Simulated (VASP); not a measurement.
# Hg (P6/mmm) in VASP: further runs

The runs below take Hg through single point, with PBE.

Everything below comes from runs of VASP 6.6.1. Logs are shortened: lines on timing, memory, paths and dates and some standing lists are left out, and cuts for length are marked.

## (1) The cell of the first run

The structure is hexagonal, space group P6/mmm (No. 191). The conventional cell has a = 4.923 Å, b = 4.923 Å, c = 2.864 Å, α = 90.00°, β = 90.00°, γ = 120.00°. Within 3.8 Å of Hg (site symmetry 6/mmm) lie 14 Hg at 2.86 to 3.18 Å. Hg (site symmetry -6m2) has 11 Hg at 2.84 to 3.18 Å within 3.7 Å.

## (2) Single point, PBE

The input, INCAR:

```
ALGO = Normal ; EDIFF = 1E-6
ENCUT = 520 ; GGA = PE
ISIF = 2 ; ISMEAR = -1
LASPH = T ; LCHARG = F
LREAL = F ; LWAVE = F
NBANDS = 25 ; NELM = 60
PREC = Accurate ; SIGMA = 0.05
```

The input, KPOINTS:

```
k-points
0
Gamma
  7 7 10
```

The input, POSCAR:

```
Hg
1.0
    4.9230959199      0.0000000000      0.0000000000
   -2.4615479599      4.2635261319      0.0000000000
    0.0000000000      0.0000000000      2.8643958975
Hg
3
Direct
    0.0000000000      0.0000000000      0.0000000000
    0.3333333333      0.6666666667      0.5000000000
    0.6666666667      0.3333333333      0.5000000000
```

Potentials or basis: VASP PAW PBE potentials, release 64 (Hg).

Started as:

```
$ cat potpaw_PBE.64/Hg/POTCAR > POTCAR
$ mpirun -np 1 vasp_std > vasp.out
```

OUTCAR:

```text
EDIFF = 1E-6
   ENCUT = 520
   GGA = PE
   ISIF = 2
   ISMEAR = -1
   LASPH = T
   LREAL = F
   NELM = 60
   PREC = Accurate

 ion  position               nearest neighbor table
   1  0.000  0.000  0.000-   2 3.18   3 3.18   2 3.18   3 3.18   2 3.18   2 3.18   3 3.18   3 3.18
                             3 3.18   3 3.18   2 3.18   2 3.18
   2  0.333  0.667  0.500-   3 2.84   3 2.84   3 2.84   1 3.18   1 3.18   1 3.18   1 3.18   1 3.18
                             1 3.18
   3  0.667  0.333  0.500-   2 2.84   2 2.84   2 2.84   1 3.18   1 3.18   1 3.18   1 3.18   1 3.18
                             1 3.18

  LATTYP: Found a hexagonal cell.
 ALAT       =     4.9230959199
 C/A-ratio  =     0.5818281716

  Lattice vectors:

 A1 = (   4.9230959199,   0.0000000000,   0.0000000000)
 A2 = (  -2.4615479599,   4.2635261319,   0.0000000000)
 A3 = (   0.0000000000,   0.0000000000,   2.8643958975)

Analysis of symmetry for initial positions (statically):
=====================================================================
 Subroutine PRICEL returns:
 Original cell was already a primitive cell.

 Routine SETGRP: Setting up the symmetry group for a
 hexagonal supercell.

 Subroutine GETGRP returns: Found 24 space group operations
 (whereof 24 operations were pure point group operations)
 out of a pool of 24 trial point group operations.

The static configuration has the point symmetry D_6h.

Analysis of symmetry for dynamics (positions and initial velocities):
=====================================================================
 Subroutine PRICEL returns:
 Original cell was already a primitive cell.

 Routine SETGRP: Setting up the symmetry group for a
 hexagonal supercell.

 Subroutine GETGRP returns: Found 24 space group operations
 (whereof 24 operations were pure point group operations)
 out of a pool of 24 trial point group operations.

The dynamic configuration has the point symmetry D_6h.

 Subroutine INISYM returns: Found 24 space group operations
 (whereof 24 operations are pure point group operations),
 and found     1 'primitive' translations

----------------------------------------------------------------------------------------

                                     Primitive cell

  volume of cell :      60.1229

  direct lattice vectors                    reciprocal lattice vectors
     4.923095920  0.000000000  0.000000000     0.203124216  0.117273821  0.000000000
    -2.461547960  4.263526132  0.000000000     0.000000000  0.234547642  0.000000000
     0.000000000  0.000000000  2.864395898     0.000000000  0.000000000  0.349113752

  length of vectors
     4.923095920  4.923095920  2.864395898     0.234547642  0.234547642  0.349113752

  position of ions in fractional coordinates (direct lattice)
     0.000000000  0.000000000  0.000000000
     0.333333333  0.666666667  0.500000000
     0.666666667  0.333333333  0.500000000

  ion indices of the primitive-cell ions
   primitive index   ion index
                 1           1
                 2           2
                 3           3

----------------------------------------------------------------------------------------

 KPOINTS: k-points

Automatic generation of k-mesh.
 Grid dimensions read from file:
 generate k-points for:    7    7   10

 Generating k-lattice:

  Cartesian coordinates                     Fractional coordinates (reciprocal lattice)
     0.029017745  0.016753403  0.000000000     0.142857143  0.000000000  0.000000000
     0.000000000  0.033506806  0.000000000     0.000000000  0.142857143  0.000000000
     0.000000000  0.000000000  0.034911375     0.000000000  0.000000000  0.100000000

  Length of vectors
     0.033506806  0.033506806  0.034911375

  Shift w.r.t. Gamma in fractional coordinates (k-lattice)
     0.000000000  0.000000000  0.000000000

 Subroutine IBZKPT returns following result:
 ===========================================

 Found     48 irreducible k-points:

 Following reciprocal coordinates:
            Coordinates               Weight
  0.000000  0.000000  0.000000      1.000000
  0.142857  0.000000  0.000000      6.000000
  0.285714 -0.000000  0.000000      6.000000
  0.428571  0.000000  0.000000      6.000000
  0.142857  0.142857  0.000000      6.000000
  0.285714  0.142857  0.000000     12.000000
[... 16 lines left out ...]
  0.428571  0.142857  0.200000     12.000000
  0.285714  0.285714  0.200000     12.000000
 [... further k-points ...]
   k-points           NKPTS =     48   k-points in BZ     NKDIM =     48   number of bands    NBANDS=     25
   number of dos      NEDOS =    301   number of ions     NIONS =      3
   total plane-waves  NPLWV =  38400
   dimension x,y,z NGX =    40 NGY =   40 NGZ =   24
   dimension x,y,z NGXF=    80 NGYF=   80 NGZF=   48
   ions per type =               3
   NGX,Y,Z   is equivalent  to a cutoff of  13.51, 13.51, 13.93 a.u.
   NGXF,Y,Z  is equivalent  to a cutoff of  27.01, 27.01, 27.86 a.u.
 SYSTEM =  unknown system
   PREC   = accura    normal or accurate (medium, high low for compatibility)
   ISTART =      0    job   : 0-new  1-cont  2-samecut
   ICHARG =      2    charge: 1-file 2-atom 10-const
   ISPIN  =      1    spin polarized calculation?
   LNONCOLLINEAR =      F non collinear calculations
   LSORBIT =      F    spin-orbit coupling
   LASPH  =      T    aspherical Exc in radial PAW
   ENCUT  =  520.0 eV  38.22 Ry    6.18 a.u.   9.15  9.15  5.33*2*pi/ulx,y,z
   NELM   =     60;   NELMIN=  2; NELMDL= -5     # of ELM steps
   EDIFF  = 0.1E-05   stopping-criterion for ELM
   LREAL  =      F    real-space projection
   EDIFFG = 0.1E-04   stopping-criterion for IOM
   NSW    =      0    number of steps for IOM
   IBRION =     -1    ionic relax: 0-MD 1-quasi-New 2-CG
   NFREE  =      0    steps in history (QN), initial steepest desc. (CG)
   ISIF   =      2    stress and relaxation
   ISYM   =      2    0-nonsym 1-usesym 2-fastsym
   POTIM  = 0.5000    time-step for ionic-motion
   TEBEG  =    0.0;   TEEND  =   0.0 temperature during run
   PSTRESS=    0.0 pullay stress
   NELECT =      36.0000    total number of electrons
   NUPDOWN=      -1.0000    fix difference up-down
   EMIN   =  10.00;   EMAX   =-10.00  energy-range for DOS
   EFERMI =   0.00;   METHOD = LEGACY
   ISMEAR =    -1;   SIGMA  =   0.05  broadening in eV -4-tet -1-fermi 0-gaus
   EFERMI_NEDOS =   21; number of points for ismear=-14 and -15
   IALGO  =     38    algorithm
   IMIX   =      4    mixing-type and parameters
     AMIX     =   0.40;   BMIX     =  1.00
     AMIX_MAG =   1.60;   BMIX_MAG =  1.00
  volume/ion in A,a.u.               =      20.04       135.24
  Fermi-wavevector in a.u.,A,eV,Ry     =   1.379841  2.607521 25.904948  1.903960
  Thomas-Fermi vector in A             =   2.504773
   LORBIT       =      0    0 simple, 1 ext, 2 COOP (PROOUT), +10 PAW based schemes
   GGA     = PE    functional components
   LHFCALC =     F    Hartree Fock is set to
   AEXX    =    0.0000 exact exchange contribution
   IVDW    =     0    specifies the selected vdW correction
   LEPSILON=     F    determine dielectric tensor
   LRPA    =     F    only Hartree local field effects (RPA)
 non-spin polarized calculation
  energy-cutoff  :      520.00
  volume of cell :       60.12
 maximum number of plane-waves:      1630
 NGX is ok and might be reduce to    40
   NGX = 19   NGY = 19   NGZ = 11

 number of electron      36.0000002 magnetization

 Free energy of the ion-electron system (eV)
  ---------------------------------------------------
  ext. energy  EPLUGINS =         0.00000000
  ---------------------------------------------------
  free energy    TOTEN  =         0.52010629 eV

  energy without entropy =        0.52831282  energy(sigma->0) =        0.52420956

 E-fermi :   4.3386     XC(G=0): -11.7784

 val. band max:        4.2629180603   @ k =   0.4286   0.0000   0.5000
 cond. band min:       4.3402129742   @ k =   0.1429   0.0000   0.3000
 fundamental gap:      0.0772949139
 Fermi energy:         4.3385959889

 k-point     1 :       0.0000    0.0000    0.0000
  band No.  band energies     occupation
      1      -6.3266      2.00000
      2      -4.8970      2.00000
      3      -4.1649      2.00000
      4      -3.8927      2.00000
      5      -3.5170      2.00000
      6      -3.5170      2.00000
[... 17 lines left out ...]
     24      19.2453      0.00000
     25      19.9504      0.00000

 k-point     2 :       0.1429    0.0000    0.0000
  band No.  band energies     occupation
      1      -6.1250      2.00000
      2      -4.8561      2.00000
      3      -4.2273      2.00000
      4      -4.0269      2.00000
      5      -3.7904      2.00000
      6      -3.7634      2.00000
[... 17 lines left out ...]
     24      18.6142      0.00000
     25      19.0017      0.00000

 k-point     3 :       0.2857   -0.0000    0.0000
  band No.  band energies     occupation
      1      -5.5713      2.00000
      2      -4.7760      2.00000
      3      -4.4773      2.00000
      4      -4.2679      2.00000
      5      -3.9345      2.00000
      6      -3.9153      2.00000
[... 17 lines left out ...]
     24      16.2091      0.00000
     25      16.7505      0.00000

 k-point     4 :       0.4286    0.0000    0.0000
  band No.  band energies     occupation
      1      -4.9564      2.00000
      2      -4.8172      2.00000
      3      -4.5628      2.00000
      4      -4.3250      2.00000
      5      -4.0162      2.00000
      6      -3.9921      2.00000
[... 17 lines left out ...]
     24      14.5238      0.00000
     25      16.5691      0.00000
[... 477 lines left out ...]
 k-point    22 :       0.2857    0.1429    0.2000
  band No.  band energies     occupation
      1      -4.5315      2.00000
      2      -4.4179      2.00000
      3      -4.1326      2.00000
      4      -3.9438      2.00000
      5      -3.6140      2.00000
      6      -3.5036      2.00000
[... 17 lines left out ...]
     24      14.0558      0.00000
     25      14.4569      0.00000

 k-point    23 :       0.4286    0.1429    0.2000
  band No.  band energies     occupation
      1      -4.5132      2.00000
      2      -4.2045      2.00000
      3      -4.1673      2.00000
      4      -3.8677      2.00000
      5      -3.6956      2.00000
      6      -3.5883      2.00000
[... 17 lines left out ...]
     24      14.5328      0.00000
     25      15.2704      0.00000

 k-point    24 :       0.2857    0.2857    0.2000
  band No.  band energies     occupation
      1      -4.5429      2.00000
      2      -4.2403      2.00000
      3      -4.1896      2.00000
      4      -3.8351      2.00000
      5      -3.6636      2.00000
      6      -3.6551      2.00000
[... 17 lines left out ...]
     24      13.5481      0.00000
     25      15.6762      0.00000

 [... further k-points ...]

------------------------ aborting loop because EDIFF is reached ----------------------------------------

  FORCE on cell =-STRESS in cart. coord.  units (eV):
  Direction    XX          YY          ZZ          XY          YZ          ZX
  --------------------------------------------------------------------------------------
  -------------------------------------------------------------------------------------
  Total        7.6956740      7.6956740      7.6996190      0.0000000     -0.0000000      0.0000000
  in kB      205.0770079    205.0770079    205.1821365      0.0000000     -0.0000000      0.0000000
  external PRESSURE =     205.1120508 kB  Pullay stress =       0.0000000 kB

 VOLUME and BASIS-vectors are now :
 -----------------------------------------------------------------------------
  energy-cutoff  :      520.00
  volume of cell :       60.12
      direct lattice vectors                 reciprocal lattice vectors
     4.923095920  0.000000000  0.000000000     0.203124216  0.117273821  0.000000000
    -2.461547960  4.263526132  0.000000000     0.000000000  0.234547642  0.000000000
     0.000000000  0.000000000  2.864395898     0.000000000  0.000000000  0.349113752

 POSITION                                       TOTAL-FORCE (eV/Angst)
 -----------------------------------------------------------------------------------
      0.00000      0.00000      0.00000        -0.000000      0.000000      0.000000
     -0.00000      2.84235      1.43220         0.000000      0.000000     -0.000000
      2.46155      1.42118      1.43220        -0.000000      0.000000      0.000000
 -----------------------------------------------------------------------------------
    total drift:                                0.000000     -0.000000      0.000000

  FREE ENERGIE OF THE ION-ELECTRON SYSTEM (eV)
  ---------------------------------------------------
  free  energy   TOTEN  =         0.5201062929 eV

  energy  without entropy=        0.5283128242  energy(sigma->0) =        0.52420956
```

Run time: 2 min. Hardware: 1 thread of AMD EPYC 7R13, shared host; peak memory 0.19 GiB.

What came out:

| Property | Result |
| --- | --- |
| Free energy | 0.5201 eV |
| Pressure | 20.5 GPa |
| Band gap on the k mesh | zero (band 18 reaches 8.06 eV, above the bottom of band 19 at 3.13 eV) |

Caveat: spin-orbit coupling is left out, which moves the levels of the heavy elements.

[end of part 1 of 2]
